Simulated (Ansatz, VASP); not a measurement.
## One calculation of Al2Cu, two programs

```
Al Cu
1.0
    -2.97157    2.97157    2.38872
     2.97157   -2.97157    2.38872
     2.97157    2.97157   -2.38872
Al Cu
4 2
Direct
  0.65810 0.15810 0.81620
  0.15810 0.34190 0.50000
  0.34190 0.84190 0.18380
  0.84190 0.65810 0.50000
  0.25000 0.25000 0.00000
  0.75000 0.75000 0.00000
```

Change from the starting cell: volume scaled by 0.94, ions relaxed.

Alike in both runs: functional PBE; k mesh 12 × 12 × 12; occupations fermi-dirac, width 0.05 eV; no spin polarisation.

Ansatz relaxed the structure, and its values are those at the end. VASP's run is a single point on that final structure, the one shown.

|  | VASP | Ansatz |
| --- | --- | --- |
| version | VASP 6.6.1 | Ansatz 0.2.0 |
| potentials or method | VASP PAW PBE potentials, release 64 (Al, Cu) | plane-wave PAW, scalar-relativistic |
| plane-wave cutoff (eV) | 520 | 420 |
| valence electrons in the cell | 34 | 50 |

|  | VASP | Ansatz | Ansatz less VASP |
| --- | --- | --- | --- |
| pressure (GPa) | 6.9 | 6.7 | -0.14 |
| rms of the force components (eV/Å) | 0.011 | 0.009 | -0.0021 |

VASP's potentials hold 34 valence electrons a cell and Ansatz's 50, so a difference there can come from the potentials and not from the codes. Ansatz's warnings: stress scf threshold loose.
